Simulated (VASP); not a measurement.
# TlBr (Pm-3m) in VASP: settings compared

Aim: see how the results for TlBr move with the level of theory and the settings. Levels: PBE, LDA. Tasks: single point.

Program: VASP 6.6.1. These are calculated values, not measurements. Logs are shortened: lines on timing, memory, paths and dates and some standing lists are left out, and cuts for length are marked.

## 1. The cell of the first run

It takes space group Pm-3m (No. 221, cubic). Conventional cell: a = 3.946 Å, b = 3.946 Å, c = 3.946 Å, α = 90.00°, β = 90.00°, γ = 90.00°. Tl (site symmetry m-3m) has 8 Br at 3.42 Å and 6 Tl at 3.95 Å within 4.5 Å. Br (site symmetry m-3m) has 8 Tl at 3.42 Å and 6 Br at 3.95 Å within 4.5 Å.

## 2. Single point, PBE

INCAR reads:

```
ALGO = Normal
EDIFF = 1E-6
ENCUT = 500
GGA = PE
GGA_COMPAT = F
ISIF = 2
ISMEAR = 0
LASPH = T
LCHARG = T
LELF = T
LREAL = F
LVHAR = T
LWAVE = F
NBANDS = 17
NELM = 120
PREC = Accurate
SIGMA = 0.01
```

KPOINTS reads:

```
k-points
0
Gamma
  4 4 4
```

POSCAR reads:

```
TlBr
1.0
    3.9461933130      0.0000000000      0.0000000000
    0.0000000000      3.9461933130      0.0000000000
    0.0000000000      0.0000000000      3.9461933130
Tl Br
1 1
Direct
    0.0000000000      0.0000000000      0.0000000000
    0.5000000000      0.5000000000      0.5000000000
```

Potentials or basis: VASP PAW PBE potentials, release 64 (Tl_d, Br).

The run is started by

```bash
$ cat potpaw_PBE.64/Tl_d/POTCAR potpaw_PBE.64/Br/POTCAR > POTCAR
$ mpirun -np 1 vasp_std > vasp.out
```

OUTCAR:

```text
EDIFF = 1E-6
   ENCUT = 500
   GGA = PE
   ISIF = 2
   ISMEAR = 0
   LASPH = T
   LREAL = F
   NELM = 120
   PREC = Accurate

 ion  position               nearest neighbor table
   1  0.000  0.000  0.000-   2 3.42   2 3.42   2 3.42   2 3.42   2 3.42   2 3.42   2 3.42   2 3.42

   2  0.500  0.500  0.500-   1 3.42   1 3.42   1 3.42   1 3.42   1 3.42   1 3.42   1 3.42   1 3.42

  LATTYP: Found a simple cubic cell.
 ALAT       =     3.9461933130

  Lattice vectors:

 A1 = (   3.9461933130,   0.0000000000,   0.0000000000)
 A2 = (   0.0000000000,   3.9461933130,   0.0000000000)
 A3 = (   0.0000000000,   0.0000000000,   3.9461933130)

Analysis of symmetry for initial positions (statically):
=====================================================================
 Subroutine PRICEL returns:
 Original cell was already a primitive cell.

 Routine SETGRP: Setting up the symmetry group for a
 simple cubic supercell.

 Subroutine GETGRP returns: Found 48 space group operations
 (whereof 48 operations were pure point group operations)
 out of a pool of 48 trial point group operations.

The static configuration has the point symmetry O_h .

Analysis of symmetry for dynamics (positions and initial velocities):
=====================================================================
 Subroutine PRICEL returns:
 Original cell was already a primitive cell.

 Routine SETGRP: Setting up the symmetry group for a
 simple cubic supercell.

 Subroutine GETGRP returns: Found 48 space group operations
 (whereof 48 operations were pure point group operations)
 out of a pool of 48 trial point group operations.

The dynamic configuration has the point symmetry O_h .

 Subroutine INISYM returns: Found 48 space group operations
 (whereof 48 operations are pure point group operations),
 and found     1 'primitive' translations

----------------------------------------------------------------------------------------

                                     Primitive cell

  volume of cell :      61.4519

  direct lattice vectors                    reciprocal lattice vectors
     3.946193313  0.000000000  0.000000000     0.253408772  0.000000000  0.000000000
     0.000000000  3.946193313  0.000000000     0.000000000  0.253408772  0.000000000
     0.000000000  0.000000000  3.946193313     0.000000000  0.000000000  0.253408772

  length of vectors
     3.946193313  3.946193313  3.946193313     0.253408772  0.253408772  0.253408772

  position of ions in fractional coordinates (direct lattice)
     0.000000000  0.000000000  0.000000000
     0.500000000  0.500000000  0.500000000

  ion indices of the primitive-cell ions
   primitive index   ion index
                 1           1
                 2           2

----------------------------------------------------------------------------------------

 KPOINTS: k-points

Automatic generation of k-mesh.
 Grid dimensions read from file:
 generate k-points for:    4    4    4

 Generating k-lattice:

  Cartesian coordinates                     Fractional coordinates (reciprocal lattice)
     0.063352193  0.000000000  0.000000000     0.250000000  0.000000000  0.000000000
     0.000000000  0.063352193  0.000000000     0.000000000  0.250000000  0.000000000
     0.000000000  0.000000000  0.063352193     0.000000000  0.000000000  0.250000000

  Length of vectors
     0.063352193  0.063352193  0.063352193

  Shift w.r.t. Gamma in fractional coordinates (k-lattice)
     0.000000000  0.000000000  0.000000000

 Subroutine IBZKPT returns following result:
 ===========================================

 Found     10 irreducible k-points:

 Following reciprocal coordinates:
            Coordinates               Weight
  0.000000  0.000000  0.000000      1.000000
  0.250000  0.000000  0.000000      6.000000
  0.500000  0.000000  0.000000      3.000000
  0.250000  0.250000  0.000000     12.000000
  0.500000  0.250000  0.000000     12.000000
  0.500000  0.500000  0.000000      3.000000
  0.250000  0.250000  0.250000      8.000000
  0.500000  0.250000  0.250000     12.000000
  0.500000  0.500000  0.250000      6.000000
  0.500000  0.500000  0.500000      1.000000
   k-points           NKPTS =     10   k-points in BZ     NKDIM =     10   number of bands    NBANDS=     17
   number of dos      NEDOS =    301   number of ions     NIONS =      2
   total plane-waves  NPLWV =  27000
   dimension x,y,z NGX =    30 NGY =   30 NGZ =   30
   dimension x,y,z NGXF=    60 NGYF=   60 NGZF=   60
   ions per type =               1   1
   NGX,Y,Z   is equivalent  to a cutoff of  12.64, 12.64, 12.64 a.u.
   NGXF,Y,Z  is equivalent  to a cutoff of  25.28, 25.28, 25.28 a.u.
 SYSTEM =  unknown system
   PREC   = accura    normal or accurate (medium, high low for compatibility)
   ISTART =      0    job   : 0-new  1-cont  2-samecut
   ICHARG =      2    charge: 1-file 2-atom 10-const
   ISPIN  =      1    spin polarized calculation?
   LNONCOLLINEAR =      F non collinear calculations
   LSORBIT =      F    spin-orbit coupling
   LASPH  =      T    aspherical Exc in radial PAW
   ENCUT  =  500.0 eV  36.75 Ry    6.06 a.u.   7.19  7.19  7.19*2*pi/ulx,y,z
   NELM   =    120;   NELMIN=  2; NELMDL= -5     # of ELM steps
   EDIFF  = 0.1E-05   stopping-criterion for ELM
   LREAL  =      F    real-space projection
   EDIFFG = 0.1E-04   stopping-criterion for IOM
   NSW    =      0    number of steps for IOM
   IBRION =     -1    ionic relax: 0-MD 1-quasi-New 2-CG
   NFREE  =      0    steps in history (QN), initial steepest desc. (CG)
   ISIF   =      2    stress and relaxation
   ISYM   =      2    0-nonsym 1-usesym 2-fastsym
   POTIM  = 0.5000    time-step for ionic-motion
   TEBEG  =    0.0;   TEEND  =   0.0 temperature during run
   PSTRESS=    0.0 pullay stress
   NELECT =      20.0000    total number of electrons
   NUPDOWN=      -1.0000    fix difference up-down
   EMIN   =  10.00;   EMAX   =-10.00  energy-range for DOS
   EFERMI =   0.00;   METHOD = LEGACY
   ISMEAR =     0;   SIGMA  =   0.01  broadening in eV -4-tet -1-fermi 0-gaus
   EFERMI_NEDOS =   21; number of points for ismear=-14 and -15
   IALGO  =     38    algorithm
   IMIX   =      4    mixing-type and parameters
     AMIX     =   0.40;   BMIX     =  1.00
     AMIX_MAG =   1.60;   BMIX_MAG =  1.00
  volume/ion in A,a.u.               =      30.73       207.35
  Fermi-wavevector in a.u.,A,eV,Ry     =   1.126090  2.128002 17.253261  1.268079
  Thomas-Fermi vector in A             =   2.262770
   LORBIT       =      0    0 simple, 1 ext, 2 COOP (PROOUT), +10 PAW based schemes
   GGA     = PE    functional components
   LHFCALC =     F    Hartree Fock is set to
   AEXX    =    0.0000 exact exchange contribution
   IVDW    =     0    specifies the selected vdW correction
   LEPSILON=     F    determine dielectric tensor
   LRPA    =     F    only Hartree local field effects (RPA)
 non-spin polarized calculation
 Gauss-broadening in eV      SIGMA  =   0.01
  energy-cutoff  :      500.00
  volume of cell :       61.45
 maximum number of plane-waves:      1596
 NGX is ok and might be reduce to    30
   NGX = 15   NGY = 15   NGZ = 15

 number of electron      20.0000001 magnetization

 Free energy of the ion-electron system (eV)
  ---------------------------------------------------
  ext. energy  EPLUGINS =         0.00000000
  ---------------------------------------------------
  free energy    TOTEN  =        -5.50368436 eV

  energy without entropy =       -5.50368436  energy(sigma->0) =       -5.50368436

 E-fermi :   2.7613     XC(G=0):  -9.0885

 val. band max:        2.6740888202   @ k =   0.5000   0.0000   0.0000
 cond. band min:       4.4583575235   @ k =   0.5000   0.0000   0.0000
 fundamental gap:      1.7842687032
 Fermi energy:         2.7612603404

 k-point     1 :       0.0000    0.0000    0.0000
  band No.  band energies     occupation
      1     -11.2117      2.00000
      2      -7.5021      2.00000
      3      -7.5021      2.00000
      4      -7.3117      2.00000
      5      -7.3117      2.00000
      6      -7.3117      2.00000
[... 9 lines left out ...]
     16      14.0634      0.00000
     17      16.1458      0.00000

 k-point     2 :       0.2500    0.0000    0.0000
  band No.  band energies     occupation
      1     -11.0871      2.00000
      2      -7.4964      2.00000
      3      -7.4323      2.00000
      4      -7.3452      2.00000
      5      -7.3452      2.00000
      6      -7.3087      2.00000
[... 9 lines left out ...]
     16      14.7664      0.00000
     17      15.9509      0.00000

 k-point     3 :       0.5000    0.0000    0.0000
  band No.  band energies     occupation
      1     -10.9532      2.00000
      2      -7.4906      2.00000
      3      -7.3780      2.00000
      4      -7.3780      2.00000
      5      -7.3667      2.00000
      6      -7.3057      2.00000
[... 9 lines left out ...]
     16      16.0529      0.00000
     17      16.2038      0.00000

 k-point     4 :       0.2500    0.2500    0.0000
  band No.  band energies     occupation
      1     -10.9923      2.00000
      2      -7.4612      2.00000
      3      -7.3859      2.00000
      4      -7.3496      2.00000
      5      -7.3424      2.00000
      6      -7.3353      2.00000
[... 9 lines left out ...]
     16      13.5579      0.00000
     17      14.0446      0.00000

 k-point     5 :       0.5000    0.2500    0.0000
  band No.  band energies     occupation
      1     -10.8932      2.00000
      2      -7.4476      2.00000
      3      -7.3685      2.00000
      4      -7.3489      2.00000
      5      -7.3325      2.00000
      6      -7.3197      2.00000
[... 9 lines left out ...]
     16      14.1287      0.00000
     17      14.8294      0.00000

 k-point     6 :       0.5000    0.5000    0.0000
  band No.  band energies     occupation
      1     -10.8322      2.00000
      2      -7.4239      2.00000
      3      -7.3590      2.00000
      4      -7.3590      2.00000
      5      -7.3126      2.00000
      6      -7.2549      2.00000
[... 9 lines left out ...]
     16      13.1735      0.00000
     17      13.1735      0.00000

 k-point     7 :       0.2500    0.2500    0.2500
  band No.  band energies     occupation
      1     -10.9055      2.00000
      2      -7.3869      2.00000
      3      -7.3869      2.00000
      4      -7.3715      2.00000
      5      -7.3715      2.00000
      6      -7.3233      2.00000
[... 9 lines left out ...]
     16      13.8382      0.00000
     17      16.3667      0.00000

 k-point     8 :       0.5000    0.2500    0.2500
  band No.  band energies     occupation
      1     -10.8148      2.00000
      2      -7.4185      2.00000
      3      -7.3760      2.00000
      4      -7.3730      2.00000
      5      -7.3361      2.00000
      6      -7.3019      2.00000
[... 9 lines left out ...]
     16      13.7145      0.00000
     17      17.1347      0.00000

 k-point     9 :       0.5000    0.5000    0.2500
  band No.  band energies     occupation
      1     -10.7332      2.00000
      2      -7.4108      2.00000
      3      -7.4108      2.00000
      4      -7.3826      2.00000
      5      -7.3377      2.00000
      6      -7.2533      2.00000
[... 9 lines left out ...]
     16      14.5722      0.00000
     17      17.4794      0.00000

 k-point    10 :       0.5000    0.5000    0.5000
  band No.  band energies     occupation
      1     -10.6271      2.00000
      2      -7.4608      2.00000
      3      -7.4608      2.00000
      4      -7.4608      2.00000
      5      -7.2516      2.00000
      6      -7.2516      2.00000
[... 9 lines left out ...]
     16      15.6455      0.00000
     17      19.1259      0.00000

------------------------ aborting loop because EDIFF is reached ----------------------------------------

  FORCE on cell =-STRESS in cart. coord.  units (eV):
  Direction    XX          YY          ZZ          XY          YZ          ZX
  --------------------------------------------------------------------------------------
  -------------------------------------------------------------------------------------
  Total        0.7828762      0.7828762      0.7828762      0.0000000      0.0000000     -0.0000000
  in kB       20.4112028     20.4112028     20.4112028      0.0000000      0.0000000     -0.0000000
  external PRESSURE =      20.4112028 kB  Pullay stress =       0.0000000 kB

 VOLUME and BASIS-vectors are now :
 -----------------------------------------------------------------------------
  energy-cutoff  :      500.00
  volume of cell :       61.45
      direct lattice vectors                 reciprocal lattice vectors
     3.946193313  0.000000000  0.000000000     0.253408772  0.000000000  0.000000000
     0.000000000  3.946193313  0.000000000     0.000000000  0.253408772  0.000000000
     0.000000000  0.000000000  3.946193313     0.000000000  0.000000000  0.253408772

 POSITION                                       TOTAL-FORCE (eV/Angst)
 -----------------------------------------------------------------------------------
      0.00000      0.00000      0.00000         0.000000      0.000000      0.000000
      1.97310      1.97310      1.97310         0.000000      0.000000      0.000000
 -----------------------------------------------------------------------------------
    total drift:                                0.000000     -0.000000     -0.000000

  FREE ENERGIE OF THE ION-ELECTRON SYSTEM (eV)
  ---------------------------------------------------
  free  energy   TOTEN  =        -5.5036843638 eV

  energy  without entropy=       -5.5036843638  energy(sigma->0) =       -5.50368436
```

Wall time 7.5 s (1 thread of Intel Xeon Platinum 8375C at 2.90GHz (Ice Lake), shared host); peak memory 0.17 GiB.

What came out:

```yaml
Free_energy: -5.5037 eV
Pressure: 2.0 GPa
Band_gap_on_the_k_mesh: 1.78 eV, direct
```

Levels at points of the mesh, in eV from the valence-band top:
```csv
k point,band 6,band 7,band 8,band 9,band 10,band 11,band 12,band 13,band 14,band 15
"(0.00, 0.00, 0.00)",-9.99,-4.72,-1.42,-1.42,-1.42,6.94,6.94,7.31,7.31,7.31
"(0.50, 0.00, 0.00)",-9.98,-5.71,-0.89,-0.89,0.00,1.78,5.75,5.75,7.90,10.44
"(0.50, 0.50, 0.00)",-9.93,-3.82,-3.11,-3.11,-0.80,4.89,4.89,7.45,7.67,10.42
"(0.50, 0.50, 0.50)",-9.93,-2.76,-2.05,-2.05,-2.05,2.03,2.03,2.03,12.97,12.97
```

Caveat: spin-orbit coupling is left out, which moves the levels of the heavy elements. As with any semilocal functional, this PBE gap is likely too small.

## 3. Single point, PBE

INCAR reads:

```
SYSTEM = TlBr
PREC     = Accurate       ! precision mode
ENCUT    = 500            ! plane-wave cutoff, eV
EDIFF    = 1E-6           ! SCF threshold, eV
ISMEAR   = 0              ! smearing method
SIGMA    = 0.01           ! smearing width, eV
LREAL    = .False.        ! projectors in reciprocal space
LASPH    = .True.         ! aspherical terms in the spheres
NELM     = 120            ! most SCF steps
ALGO     = Normal         ! electronic algorithm
ISIF     = 2              ! what is computed and relaxed
LWAVE    = .False.        ! write WAVECAR
LCHARG   = .False.        ! write CHGCAR
GGA      = PE             ! functional
NBANDS   = 17             ! bands
GGA_COMPAT= .False.
```

KPOINTS reads:

```
Automatic mesh
0
Gamma
  4 4 4
  0 0 0
```

POSCAR is that of step 2.

Potentials or basis: VASP PAW PBE potentials, release 64 (Tl_d, Br).

The run is started by

```bash
$ cat potpaw_PBE.64/Tl_d/POTCAR potpaw_PBE.64/Br/POTCAR > POTCAR
$ mpirun -np 1 vasp_std > vasp.out
```

Run time: 7 s. Hardware: 1 thread of Intel Xeon Platinum 8375C at 2.90GHz (Ice Lake), shared host; peak memory 0.16 GiB.

Results (log left out):

| Property | Result |
| --- | --- |
| Free energy | -5.5037 eV |
| Pressure | 2.0 GPa |
| Band gap on the k mesh | 1.78 eV, direct |

Levels at points of the mesh, in eV from the valence-band top:
```
           k point  band 8  band 9  band 10  band 11  band 12  band 13
(0.00, 0.00, 0.00)   -1.42   -1.42    -1.42     6.94     6.94     7.31
(0.50, 0.00, 0.00)   -0.89   -0.89     0.00     1.78     5.75     5.75
(0.50, 0.50, 0.00)   -3.11   -3.11    -0.80     4.89     4.89     7.45
(0.50, 0.50, 0.50)   -2.05   -2.05    -2.05     2.03     2.03     2.03
```

Caveat: spin-orbit coupling is left out, which moves the levels of the heavy elements. A k mesh can miss the band edges.

## 4. Single point, LDA

INCAR reads:

```
ALGO = Normal
EDIFF = 1E-6
ENCUT = 500
GGA_COMPAT = False
ISIF = 2
ISMEAR = 0
LASPH = True
LCHARG = False
LREAL = False
LWAVE = False
NBANDS = 17
NELM = 120
PREC = Accurate
SIGMA = 0.01
```

KPOINTS reads:

```
k-points
0
Gamma
  4 4 4
```

POSCAR is that of step 3.

Potentials or basis: VASP PAW LDA potentials, release 64 (Tl_d, Br).

The run is started by

```bash
$ cat potpaw_LDA.64/Tl_d/POTCAR potpaw_LDA.64/Br/POTCAR > POTCAR
$ mpirun -np 1 vasp_std > vasp.out
```

It took 5.8 s on 1 thread of Intel Xeon Platinum 8375C at 2.90GHz (Ice Lake), shared host; peak memory 0.15 GiB.

Results (log left out):

- Free energy: -6.5065 eV
- Pressure: -2.0 GPa
- Band gap on the k mesh: 1.57 eV, direct

Levels at points of the mesh, in eV from the valence-band top:
| k point | band 7 | band 8 | band 9 | band 10 | band 11 | band 12 | band 13 | band 14 |
| --- | --- | --- | --- | --- | --- | --- | --- | --- |
| (0.00, 0.00, 0.00) | -4.85 | -1.42 | -1.42 | -1.42 | 6.77 | 6.77 | 7.15 | 7.15 |
| (0.50, 0.00, 0.00) | -5.81 | -0.87 | -0.87 | 0.00 | 1.57 | 5.59 | 5.59 | 7.75 |
| (0.50, 0.50, 0.00) | -3.92 | -3.17 | -3.17 | -0.78 | 4.74 | 4.74 | 7.29 | 7.49 |
| (0.50, 0.50, 0.50) | -2.84 | -2.06 | -2.06 | -2.06 | 1.83 | 1.83 | 1.83 | 12.75 |

Caveat: spin-orbit coupling is left out, which moves the levels of the heavy elements.
